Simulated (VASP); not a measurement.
# Pt (Im-3m) in VASP: notebook

Runs on Pt. Level: PBE. Tasks: single point.

All numbers are computed with VASP 6.6.1; they aren't measurements. Logs are shortened: lines on timing, memory, paths and dates and some standing lists are left out, and cuts for length are marked.

### 1 The cell of the first run

Symmetry: Im-3m, No. 229, cubic system. The conventional cell has a = 3.164 Å, b = 3.164 Å, c = 3.164 Å, α = 90.00°, β = 90.00°, γ = 90.00°. Within 3.6 Å of Pt (site symmetry m-3m) lie 14 Pt at 2.74 to 3.16 Å.

### 2 Single point, PBE, collinear spin, ferromagnetic start

The input, INCAR:

```
PREC = Accurate ; ENCUT = 520
EDIFF = 1E-6 ; ISMEAR = -1
SIGMA = 0.05 ; LREAL = F
LASPH = T ; NELM = 150
ALGO = Normal ; ISIF = 2
LWAVE = F ; LCHARG = F
ISPIN = 2 ; MAGMOM = 1
LORBIT = 11 ; LMAXMIX = 4
GGA = PE ; NBANDS = 15
```

The input, KPOINTS:

```
Automatic mesh
0
Gamma
  16 16 16
```

The input, POSCAR:

```
Pt
1.0
   -1.5820485505      1.5820485505      1.5820485505
    1.5820485505     -1.5820485505      1.5820485505
    1.5820485505      1.5820485505     -1.5820485505
Pt
1
Direct
    0.0000000000      0.0000000000      0.0000000000
```

Potentials or basis: VASP PAW PBE potentials, release 64 (Pt).

Launch:

```bash
> cat potpaw_PBE.64/Pt/POTCAR > POTCAR
> mpirun -np 1 vasp_std > vasp.out
```

OUTCAR:

```text
PREC = Accurate
   ENCUT = 520
   EDIFF = 1E-6
   ISMEAR = -1
   LREAL = F
   LASPH = T
   NELM = 150
   ISIF = 2
   ISPIN = 2
   LORBIT = 11
   GGA = PE

 ion  position               nearest neighbor table
   1  0.000  0.000  0.000-

  LATTYP: Found a body centered cubic cell.
 ALAT       =     3.1640971010

  Lattice vectors:

 A1 = (  -1.5820485505,   1.5820485505,   1.5820485505)
 A2 = (   1.5820485505,  -1.5820485505,   1.5820485505)
 A3 = (   1.5820485505,   1.5820485505,  -1.5820485505)

Analysis of symmetry for initial positions (statically):
=====================================================================
 Subroutine PRICEL returns:
 Original cell was already a primitive cell.

 Routine SETGRP: Setting up the symmetry group for a
 body centered cubic supercell.

 Subroutine GETGRP returns: Found 48 space group operations
 (whereof 48 operations were pure point group operations)
 out of a pool of 48 trial point group operations.

The static configuration has the point symmetry O_h .

Analysis of symmetry for dynamics (positions and initial velocities):
=====================================================================
 Subroutine PRICEL returns:
 Original cell was already a primitive cell.

 Routine SETGRP: Setting up the symmetry group for a
 body centered cubic supercell.

 Subroutine GETGRP returns: Found 48 space group operations
 (whereof 48 operations were pure point group operations)
 out of a pool of 48 trial point group operations.

The dynamic configuration has the point symmetry O_h .

Analysis of structural, dynamic, and magnetic symmetry:
=====================================================================
 Subroutine PRICEL returns:
 Original cell was already a primitive cell.

 Routine SETGRP: Setting up the symmetry group for a
 body centered cubic supercell.

 Subroutine GETGRP returns: Found 48 space group operations
 (whereof 48 operations were pure point group operations)
 out of a pool of 48 trial point group operations.

The overall configuration has the point symmetry O_h .

 Subroutine INISYM returns: Found 48 space group operations
 (whereof 48 operations are pure point group operations),
 and found     1 'primitive' translations

----------------------------------------------------------------------------------------

                                     Primitive cell

  volume of cell :      15.8387

  direct lattice vectors                    reciprocal lattice vectors
    -1.582048550  1.582048550  1.582048550     0.000000000  0.316045927  0.316045927
     1.582048550 -1.582048550  1.582048550     0.316045927  0.000000000  0.316045927
     1.582048550  1.582048550 -1.582048550     0.316045927  0.316045927  0.000000000

  length of vectors
     2.740188470  2.740188470  2.740188470     0.446956436  0.446956436  0.446956436

  position of ions in fractional coordinates (direct lattice)
     0.000000000  0.000000000  0.000000000

  ion indices of the primitive-cell ions
   primitive index   ion index
                 1           1

----------------------------------------------------------------------------------------

 KPOINTS: Automatic mesh

Automatic generation of k-mesh.
 Grid dimensions read from file:
 generate k-points for:   16   16   16

 Generating k-lattice:

  Cartesian coordinates                     Fractional coordinates (reciprocal lattice)
     0.000000000  0.019752870  0.019752870     0.062500000  0.000000000  0.000000000
     0.019752870  0.000000000  0.019752870     0.000000000  0.062500000  0.000000000
     0.019752870  0.019752870  0.000000000     0.000000000  0.000000000  0.062500000

  Length of vectors
     0.027934777  0.027934777  0.027934777

  Shift w.r.t. Gamma in fractional coordinates (k-lattice)
     0.000000000  0.000000000  0.000000000

 Subroutine IBZKPT returns following result:
 ===========================================

 Found    145 irreducible k-points:

 Following reciprocal coordinates:
            Coordinates               Weight
  0.000000  0.000000  0.000000      1.000000
  0.062500  0.000000  0.000000     12.000000
  0.125000  0.000000  0.000000     12.000000
  0.187500  0.000000  0.000000     12.000000
  0.250000  0.000000  0.000000     12.000000
  0.312500  0.000000  0.000000     12.000000
[... 16 lines left out ...]
  0.187500  0.187500  0.000000     24.000000
  0.250000  0.187500  0.000000     48.000000
 [... further k-points ...]
   k-points           NKPTS =    145   k-points in BZ     NKDIM =    145   number of bands    NBANDS=     15
   number of dos      NEDOS =    301   number of ions     NIONS =      1
   total plane-waves  NPLWV =   8000
   dimension x,y,z NGX =    20 NGY =   20 NGZ =   20
   dimension x,y,z NGXF=    40 NGYF=   40 NGZF=   40
   ions per type =               1
   NGX,Y,Z   is equivalent  to a cutoff of  12.13, 12.13, 12.13 a.u.
   NGXF,Y,Z  is equivalent  to a cutoff of  24.27, 24.27, 24.27 a.u.
 SYSTEM =  unknown system
   PREC   = accura    normal or accurate (medium, high low for compatibility)
   ISTART =      0    job   : 0-new  1-cont  2-samecut
   ICHARG =      2    charge: 1-file 2-atom 10-const
   ISPIN  =      2    spin polarized calculation?
   LNONCOLLINEAR =      F non collinear calculations
   LSORBIT =      F    spin-orbit coupling
   LASPH  =      T    aspherical Exc in radial PAW
   ENCUT  =  520.0 eV  38.22 Ry    6.18 a.u.   5.09  5.09  5.09*2*pi/ulx,y,z
   NELM   =    150;   NELMIN=  2; NELMDL= -5     # of ELM steps
   EDIFF  = 0.1E-05   stopping-criterion for ELM
   LREAL  =      F    real-space projection
   EDIFFG = 0.1E-04   stopping-criterion for IOM
   NSW    =      0    number of steps for IOM
   IBRION =     -1    ionic relax: 0-MD 1-quasi-New 2-CG
   NFREE  =      0    steps in history (QN), initial steepest desc. (CG)
   ISIF   =      2    stress and relaxation
   ISYM   =      2    0-nonsym 1-usesym 2-fastsym
   POTIM  = 0.5000    time-step for ionic-motion
   TEBEG  =    0.0;   TEEND  =   0.0 temperature during run
   PSTRESS=    0.0 pullay stress
   NELECT =      10.0000    total number of electrons
   NUPDOWN=      -1.0000    fix difference up-down
   EMIN   =  10.00;   EMAX   =-10.00  energy-range for DOS
   EFERMI =   0.00;   METHOD = LEGACY
   ISMEAR =    -1;   SIGMA  =   0.05  broadening in eV -4-tet -1-fermi 0-gaus
[... 11 lines left out ...]
   AEXX    =    0.0000 exact exchange contribution
   IVDW    =     0    specifies the selected vdW correction
   LEPSILON=     F    determine dielectric tensor
   LRPA    =     F    only Hartree local field effects (RPA)
 spin polarized calculation
  energy-cutoff  :      520.00
  volume of cell :       15.84
 maximum number of plane-waves:       438
   NGX = 11   NGY = 11   NGZ = 11

 number of electron      10.0000000 magnetization      -0.0003606

 number of electron      10.0000000 magnetization       0.0003565

 Free energy of the ion-electron system (eV)
  ---------------------------------------------------
  ext. energy  EPLUGINS =         0.00000000
  ---------------------------------------------------
  free energy    TOTEN  =        -5.99845492 eV

  energy without entropy =       -5.98616201  energy(sigma->0) =       -5.99230846

 E-fermi :  10.1857     XC(G=0): -13.1896

 val. band max:       10.1855350889   @ k =  -0.4375   0.5000   0.3750
 cond. band min:      10.1858494583   @ k =  -0.4375   0.5000   0.3750
 fundamental gap:      0.0003143694
 Fermi energy:        10.1856594720

 spin component 1

 k-point     1 :       0.0000    0.0000    0.0000
  band No.  band energies     occupation
      1       0.6849      1.00000
      2       6.6893      1.00000
      3       6.6894      1.00000
      4       6.6894      1.00000
      5       9.1622      1.00000
      6       9.1622      1.00000
      7      27.2554      0.00000
      8      27.2554      0.00000
      9      27.2554      0.00000
     10      37.2592      0.00000
     11      37.2592      0.00000
     12      37.6136      0.00000
     13      37.6136      0.00000
     14      37.6136      0.00000
     15      43.9936      0.00000

 k-point     2 :       0.0625    0.0000    0.0000
  band No.  band energies     occupation
      1       0.8437      1.00000
      2       6.6273      1.00000
      3       6.6895      1.00000
      4       6.8160      1.00000
      5       9.0819      1.00000
      6       9.1664      1.00000
      7      27.3295      0.00000
      8      27.3809      0.00000
      9      27.4882      0.00000
     10      35.1464      0.00000
     11      35.6779      0.00000
     12      37.1700      0.00000
     13      38.3976      0.00000
     14      39.9971      0.00000
     15      43.9442      0.00000
[... 365 lines left out ...]
      3       6.1260      1.00000
      4       8.5796      1.00000
      5       9.4571      1.00000
      6      10.2634      0.17453
      7      22.6607      0.00000
      8      24.6991      0.00000
      9      27.4962      0.00000
     10      30.2940      0.00000
     11      34.8683      0.00000
     12      37.2643      0.00000
     13      40.0688      0.00000
     14      41.1444      0.00000
     15      41.3175      0.00000

 k-point    24 :       0.2500    0.1875    0.0000
  band No.  band energies     occupation
      1       4.3167      1.00000
      2       5.7583      1.00000
      3       6.4828      1.00000
      4       8.7075      1.00000
      5       9.5225      1.00000
      6      11.4918      0.00000
      7      20.4340      0.00000
      8      23.4879      0.00000
      9      26.5993      0.00000
     10      31.0759      0.00000
     11      35.1505      0.00000
     12      37.6132      0.00000
     13      40.3026      0.00000
     14      41.0653      0.00000
     15      43.2130      0.00000

 [... further k-points ...]

 spin component 2

 k-point     1 :       0.0000    0.0000    0.0000
  band No.  band energies     occupation
      1       0.6849      1.00000
      2       6.6896      1.00000
      3       6.6896      1.00000
      4       6.6896      1.00000
      5       9.1625      1.00000
      6       9.1625      1.00000
      7      27.2553      0.00000
      8      27.2553      0.00000
      9      27.2553      0.00000
     10      37.2591      0.00000
     11      37.2591      0.00000
     12      37.6137      0.00000
     13      37.6137      0.00000
     14      37.6137      0.00000
     15      43.9940      0.00000

 k-point     2 :       0.0625    0.0000    0.0000
  band No.  band energies     occupation
      1       0.8436      1.00000
      2       6.6276      1.00000
      3       6.6898      1.00000
      4       6.8163      1.00000
      5       9.0821      1.00000
      6       9.1666      1.00000
      7      27.3294      0.00000
      8      27.3808      0.00000
      9      27.4881      0.00000
     10      35.1463      0.00000
     11      35.6779      0.00000
     12      37.1700      0.00000
     13      38.3976      0.00000
     14      39.9971      0.00000
     15      43.9444      0.00000
[... 365 lines left out ...]
      3       6.1262      1.00000
      4       8.5798      1.00000
      5       9.4573      1.00000
      6      10.2636      0.17375
      7      22.6607      0.00000
      8      24.6991      0.00000
      9      27.4962      0.00000
     10      30.2939      0.00000
     11      34.8683      0.00000
     12      37.2644      0.00000
     13      40.0688      0.00000
     14      41.1445      0.00000
     15      41.3175      0.00000

 k-point    24 :       0.2500    0.1875    0.0000
  band No.  band energies     occupation
      1       4.3168      1.00000
      2       5.7585      1.00000
      3       6.4830      1.00000
      4       8.7077      1.00000
      5       9.5228      1.00000
      6      11.4920      0.00000
      7      20.4341      0.00000
      8      23.4879      0.00000
      9      26.5993      0.00000
     10      31.0759      0.00000
     11      35.1504      0.00000
     12      37.6132      0.00000
     13      40.3026      0.00000
     14      41.0655      0.00000
     15      43.2132      0.00000

 [... further k-points ...]
[... 5 lines left out ...]
  --------------------------------------------------------------------------------------
  -------------------------------------------------------------------------------------
  Total       -0.0433854     -0.0433854     -0.0433854     -0.0000000     -0.0000000      0.0000000
  in kB       -4.3886924     -4.3886924     -4.3886924     -0.0000000     -0.0000000      0.0000000
  external PRESSURE =      -4.3886924 kB  Pullay stress =       0.0000000 kB

 VOLUME and BASIS-vectors are now :
 -----------------------------------------------------------------------------
  energy-cutoff  :      520.00
  volume of cell :       15.84
      direct lattice vectors                 reciprocal lattice vectors
    -1.582048550  1.582048550  1.582048550     0.000000000  0.316045927  0.316045927
     1.582048550 -1.582048550  1.582048550     0.316045927  0.000000000  0.316045927
     1.582048550  1.582048550 -1.582048550     0.316045927  0.316045927  0.000000000

 POSITION                                       TOTAL-FORCE (eV/Angst)
 -----------------------------------------------------------------------------------
      0.00000      0.00000      0.00000        -0.000000     -0.000000     -0.000000
 -----------------------------------------------------------------------------------
    total drift:                                0.000000     -0.000000      0.000000

  FREE ENERGIE OF THE ION-ELECTRON SYSTEM (eV)
  ---------------------------------------------------
  free  energy   TOTEN  =        -5.9984549180 eV

  energy  without entropy=       -5.9861620064  energy(sigma->0) =       -5.99230846

 total charge

# of ion       s       p       d       tot
------------------------------------------
    1        0.620   0.533   8.041   9.194

 magnetization (x)

# of ion       s       p       d       tot
------------------------------------------
    1       -0.000  -0.000   0.000   0.000
```

Run time: 23 s. Hardware: 1 thread of Intel Xeon 6975P-C (Granite Rapids), shared host; peak memory 0.17 GiB.

Results:

```
Free energy                                           : -5.9985 eV
Pressure                                              : -0.4 GPa
Band gap on the k mesh                                : zero (filled and empty bands overlap)
Net moment                                            : 0.00 μB per cell
Valence electrons inside the program's atomic spheres : Pt 9.19
```

Levels at points of the mesh, in eV from the Fermi level:
Spin up:
| k point | band 3 | band 4 | band 5 | band 6 | band 7 | band 8 |
| --- | --- | --- | --- | --- | --- | --- |
| (0.00, 0.00, 0.00) | -3.50 | -3.50 | -1.02 | -1.02 | 17.07 | 17.07 |
| (0.50, 0.00, 0.00) | -1.20 | -0.71 | 0.25 | 1.01 | 6.24 | 13.24 |
| (0.50, 0.50, 0.50) | 0.49 | 0.49 | 0.49 | 7.63 | 7.63 | 7.63 |
Spin down:
```csv
k point,band 1,band 2,band 3,band 4,band 5,band 6,band 7,band 8,band 9,band 10
"(0.00, 0.00, 0.00)",-9.50,-3.50,-3.50,-3.50,-1.02,-1.02,17.07,17.07,17.07,27.07
"(0.50, 0.00, 0.00)",-6.57,-4.91,-1.20,-0.71,0.25,1.01,6.24,13.24,15.80,23.98
"(0.50, 0.50, 0.50)",-6.08,-6.08,0.49,0.49,0.49,7.63,7.63,7.63,12.72,18.95
```

Caveat: spin-orbit coupling is left out, which moves the levels of the heavy elements.

### 3 Single point, PBE, collinear spin, ferromagnetic start (volume scaled by 1.08)

The input, INCAR:

```
  PREC = Accurate
  ENCUT = 520
  EDIFF = 1E-6
  ISMEAR = -1
  SIGMA = 0.05
  LREAL = False
  LASPH = True
  NELM = 150
  ALGO = Normal
  ISIF = 2
  LWAVE = False
  LCHARG = True
  ISPIN = 2
  MAGMOM = 1
  LORBIT = 11
  LMAXMIX = 4
  GGA = PE
  LELF = True
  LVHAR = True
  NBANDS = 15
```

The input, KPOINTS:

```
regular mesh
0
Gamma
  16 16 16
```

The input, POSCAR:

```
Pt
1.0
   -1.6231589807      1.6231589807      1.6231589807
    1.6231589807     -1.6231589807      1.6231589807
    1.6231589807      1.6231589807     -1.6231589807
Pt
1
Direct
    0.0000000000      0.0000000000      0.0000000000
```

Potentials or basis: VASP PAW PBE potentials, release 64 (Pt).

Launch:

```bash
> cat potpaw_PBE.64/Pt/POTCAR > POTCAR
> mpirun -np 1 vasp_std > vasp.out
```

Wall time 25 s (1 thread of Intel Xeon 6975P-C (Granite Rapids), shared host); peak memory 0.18 GiB.

It converged, with:

| Item | Value |
| --- | --- |
| Free energy | -5.9326 eV |
| Pressure | -15.2 GPa |
| Band gap on the k mesh | zero (filled and empty bands overlap) |
| Net moment | 0.00 μB per cell |
| Valence electrons inside the program's atomic spheres | Pt 9.03 |

Levels at points of the mesh, in eV from the Fermi level:
Spin up:
| k point | band 2 | band 3 | band 4 | band 5 | band 6 | band 7 | band 8 | band 9 |
| --- | --- | --- | --- | --- | --- | --- | --- | --- |
| (0.00, 0.00, 0.00) | -3.10 | -3.10 | -3.10 | -0.90 | -0.90 | 17.06 | 17.06 | 17.06 |
| (0.50, 0.00, 0.00) | -4.35 | -1.07 | -0.64 | 0.49 | 0.86 | 5.62 | 13.19 | 15.16 |
| (0.50, 0.50, 0.50) | -5.36 | 0.41 | 0.41 | 0.41 | 7.47 | 7.47 | 7.47 | 11.63 |
Spin down:
| k point | band 2 | band 3 | band 4 | band 5 | band 6 | band 7 | band 8 | band 9 |
| --- | --- | --- | --- | --- | --- | --- | --- | --- |
| (0.00, 0.00, 0.00) | -3.10 | -3.10 | -3.10 | -0.90 | -0.90 | 17.06 | 17.06 | 17.06 |
| (0.50, 0.00, 0.00) | -4.35 | -1.07 | -0.64 | 0.49 | 0.86 | 5.62 | 13.19 | 15.16 |
| (0.50, 0.50, 0.50) | -5.36 | 0.41 | 0.41 | 0.41 | 7.47 | 7.47 | 7.47 | 11.63 |

Caveat: spin-orbit coupling is left out, which moves the levels of the heavy elements.

### 4 Single point, PBE, collinear spin, ferromagnetic start (volume scaled by 1.12)

The input, INCAR:

```
PREC = Accurate
ENCUT = 520
EDIFF = 1E-6
ISMEAR = -1
SIGMA = 0.05
LREAL = F
LASPH = T
NELM = 150
ALGO = Normal
ISIF = 2
LWAVE = F
LCHARG = F
ISPIN = 2
MAGMOM = 1
LORBIT = 11
LMAXMIX = 4
GGA = PE
NBANDS = 15
```

KPOINTS is that of step 3.

The input, POSCAR:

```
Pt
1.0
   -1.6429555535      1.6429555535      1.6429555535
    1.6429555535     -1.6429555535      1.6429555535
    1.6429555535      1.6429555535     -1.6429555535
Pt
1
Direct
    0.0000000000      0.0000000000      0.0000000000
```

Launch:

```bash
> cat potpaw_PBE.64/Pt/POTCAR > POTCAR
> mpirun -np 1 vasp_std > vasp.out
```

Run time: 21 s. Hardware: 1 thread of Intel Xeon 6975P-C (Granite Rapids), shared host; peak memory 0.18 GiB.

It converged, with:

```
Free energy                                           : -5.8631 eV
Pressure                                              : -20.0 GPa
Band gap on the k mesh                                : zero (filled and empty bands overlap)
Net moment                                            : 0.00 μB per cell
Valence electrons inside the program's atomic spheres : Pt 8.96
```

Levels at points of the mesh, in eV from the Fermi level:
Spin up:
| k point | band 2 | band 3 | band 4 | band 5 | band 6 | band 7 | band 8 | band 9 |
| --- | --- | --- | --- | --- | --- | --- | --- | --- |
| (0.00, 0.00, 0.00) | -2.93 | -2.93 | -2.93 | -0.85 | -0.85 | 17.03 | 17.03 | 17.03 |
| (0.50, 0.00, 0.00) | -4.11 | -1.02 | -0.61 | 0.61 | 0.80 | 5.35 | 13.15 | 14.87 |
| (0.50, 0.50, 0.50) | -5.05 | 0.38 | 0.38 | 0.38 | 7.39 | 7.39 | 7.39 | 11.14 |
Spin down:
```csv
k point,band 1,band 2,band 3,band 4,band 5,band 6,band 7,band 8,band 9,band 10
"(0.00, 0.00, 0.00)",-8.39,-2.93,-2.93,-2.93,-0.85,-0.85,17.04,17.04,17.04,25.23
"(0.50, 0.00, 0.00)",-5.56,-4.11,-1.02,-0.61,0.61,0.80,5.35,13.15,14.87,22.93
"(0.50, 0.50, 0.50)",-5.05,-5.05,0.38,0.38,0.38,7.39,7.39,7.39,11.14,17.45
```

Caveat: spin-orbit coupling is left out, which moves the levels of the heavy elements.

### 5 Overview

| cell | gap on the mesh (eV) | pressure (GPa) | moment (μB) |
| --- | --- | --- | --- |
| a = 2.740 Å, angles 109.5°, 1 atom | none | -0.4 | 0.00 |
| a = 2.811 Å, angles 109.5°, 1 atom | none | -15.2 | 0.00 |
| a = 2.846 Å, angles 109.5°, 1 atom | none | -20.0 | 0.00 |

Alike in all rows: task single point; level PBE; potentials or basis VASP PAW PBE potentials, release 64 (Pt); spin collinear, ferromagnetic start; k mesh 16 × 16 × 16; cutoff (eV) 520; smearing fermi-dirac 0.05 eV.

Caveats: spin-orbit coupling is left out, which moves the levels of the heavy elements.

Absolute energies hang on the potentials; compare differences alone.
